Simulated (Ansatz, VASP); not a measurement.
One calculation of KTaO3, two programs

```
K Ta O
1.0
     4.28426    0.00000    0.00000
     0.00000    3.98536    0.00000
     0.00000    0.00000    3.54697
K Ta O
1 1 3
Direct
  0.50000 0.50000 0.50000
  0.00000 0.00000 0.00000
  0.50000 0.00000 0.00000
  0.00000 0.50000 0.00000
  0.00000 0.00000 0.50000
```

Change from the starting cell: normal strain along x +0.0750, normal strain along z -0.1100.

Alike in both runs: task single point; functional PBEsol; k mesh 8 × 8 × 8; occupations gaussian, width 0.05 eV; no spin polarisation.

```csv
,VASP,Ansatz
version,VASP 6.6.1,Ansatz 0.2.0
potentials or method,"VASP PAW PBE potentials, release 64 (K_sv, Ta_pv, O), cutoff 520 eV","scalar-relativistic, plane waves, PAW"
valence electrons in the cell,38,40
```

Ansatz gave:

| Quantity | Value |
| --- | --- |
| gap on the k mesh at the Fermi level (eV) | 1.87 |
| least direct gap on the mesh (eV) | 2.14 |
| pressure (GPa) | 22.1 |
| traceless stress, the component that is largest in VASP (GPa) | 57.15 |

What did VASP give for the same quantities?

gap on the k mesh at the Fermi level (eV): 1.83; least direct gap on the mesh (eV): 2.09; pressure (GPa): 23.3; traceless stress, the component that is largest in VASP (GPa): 58.08.

VASP's potentials were made for PBE, not for PBEsol. VASP's potentials hold 38 valence electrons a cell and Ansatz's 40, so a difference there can come from the potentials and not from the codes.

Spin-orbit coupling is off throughout.
